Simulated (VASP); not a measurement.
Input of a VASP 6.6.1 run:

File INCAR:

```
SYSTEM = Ta2F
ALGO = Normal
EDIFF = 1E-6
ENCUT = 700
GGA = PE
GGA_COMPAT = .False.
ISIF = 2
ISMEAR = 0
LASPH = .True.
LCHARG = .False.
LREAL = .False.
LWAVE = .False.
NBANDS = 42
NELM = 120
PREC = Accurate
SIGMA = 0.1
```

File KPOINTS:

```
k-points
0
Gamma
  6 10 6
  0 0 0
```

POSCAR

```
Ta2F
1.0
    6.7727507316      0.0000000000      0.1047373297
    0.0000000000      2.7729350360      0.0000000000
   -1.1525852616      0.0000000000      5.1779525522
Ta F
4 2
Direct
    0.6861811113      0.6150372118      0.4187494949
    0.3138188887      0.1150372118      0.0812505051
    0.3138188887      0.3849627882      0.5812505051
    0.6861811113      0.8849627882      0.9187494949
    0.0000000000      0.0000000000      0.0000000000
    0.0000000000      0.5000000000      0.5000000000
```

Potentials or basis: VASP PAW PBE potentials, release 64 (Ta_sv_GW, F).

The run is started by

```console
$ cat potpaw_PBE.64/Ta_sv_GW/POTCAR potpaw_PBE.64/F/POTCAR > POTCAR
$ mpirun -np 1 vasp_std > vasp.out
```

Question: What does it give for the pressure?

Answer: -0.4 GPa.

Question: What does it give for the largest force?

Answer: 0.023 eV/Å.

Question: Estimate the band gap on the k mesh.

Answer: Zero (bands 33 and 34 overlap by 2.32 eV).

Stress tensor (GPa, compression positive):
```
-0.25  0.00  0.08
 0.00 -0.48  0.00
 0.08  0.00 -0.47
```

Caveat: spin-orbit coupling is left out, which moves the levels of the heavy elements.
